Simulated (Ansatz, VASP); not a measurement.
**Be4TeSe3: VASP beside Ansatz**

```
CELL_PARAMETERS angstrom
5.30281 0.00000 0.00000
0.00000 5.30281 0.00000
0.00000 0.00000 5.30281
ATOMIC_POSITIONS crystal
Be 0.24066 0.24066 0.24066
Be 0.75934 0.75934 0.24066
Be 0.75934 0.24066 0.75934
Be 0.24066 0.75934 0.75934
Te 0.50000 0.50000 0.50000
Se 0.50000 0.00000 0.00000
Se 0.00000 0.50000 0.00000
Se 0.00000 0.00000 0.50000
```

Alike in both runs: functional PBE; k mesh 2 × 2 × 2; occupations gaussian, width 0.15 eV; no spin polarisation.

Ansatz relaxed the structure, and its values are those at the end. VASP's run is a single point on that final structure, the one shown.

|  | VASP | Ansatz |
| --- | --- | --- |
| version | VASP 6.6.1 | Ansatz 0.2.0 |
| potentials or method | VASP PAW PBE potentials, release 64 (Be, Te, Se), cutoff 600 eV | scalar-relativistic, plane waves, PAW |
| valence electrons in the cell | 32 | 72 |

|  | VASP | Ansatz | Ansatz less VASP |
| --- | --- | --- | --- |
| gap on the k mesh at the Fermi level (eV) | 2.08 | 2.09 | +0.010 |
| least direct gap on the mesh (eV) | 2.08 | 2.09 | +0.010 |
| pressure (GPa) | 0.8 | 0.6 | -0.18 |
| rms of the force components (eV/Å) | 0.015 | 0.011 | -0.0039 |

The functional is the same, so the differences come from potentials, cutoffs and numerics. VASP's potentials hold 32 valence electrons a cell and Ansatz's 72, so a difference there can come from the potentials and not from the codes.

The k mesh is coarse, so the values compare programs but aren't converged. Spin-orbit coupling is off throughout.
